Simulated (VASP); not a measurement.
Ni, 2 atoms in the cell. Symmetry: P6_3/mmc, No. 194, hexagonal system. Conventional cell: a = 2.448 Å, b = 2.448 Å, c = 4.073 Å, α = 90.00°, β = 90.00°, γ = 120.00°. Within 3.2 Å of Ni (site symmetry -6m2) lie 12 Ni at 2.45 to 2.48 Å. 

| Item | Value |
| --- | --- |
| Program | VASP 6.6.1 |
| Task | single point |
| Functional | PBEsol |
| Potentials or basis | VASP PAW PBE potentials, release 64 (Ni) |
| Cutoff | 520 eV |
| k mesh | 12 × 12 × 7 |
| Occupations | fermi-dirac, width 0.05 eV |
| Spin | collinear spin, ferrimagnetic start |
| Starting moments | [0.83, -0.38] μB |
| Dipole correction | no |
| Further INCAR settings | ALGO = Fast; EDIFF = 1e-07; NBANDS = 21 |

Potentials or basis: VASP PAW PBE potentials, release 64 (Ni).

Launch:

```console
$ cat potpaw_PBE.64/Ni/POTCAR > POTCAR
$ mpirun -np 1 vasp_std > vasp.out
```

Hardware: 1 thread of Intel(R) Xeon(R) 6975P-C (Granite Rapids) (shared host).

Estimate the wall time of this run.

Wall time 35 s on 1 thread of Intel(R) Xeon(R) 6975P-C (Granite Rapids), with other jobs on the host, peak memory 0.16 GiB. Counts: scf iterations 18, k points 76.
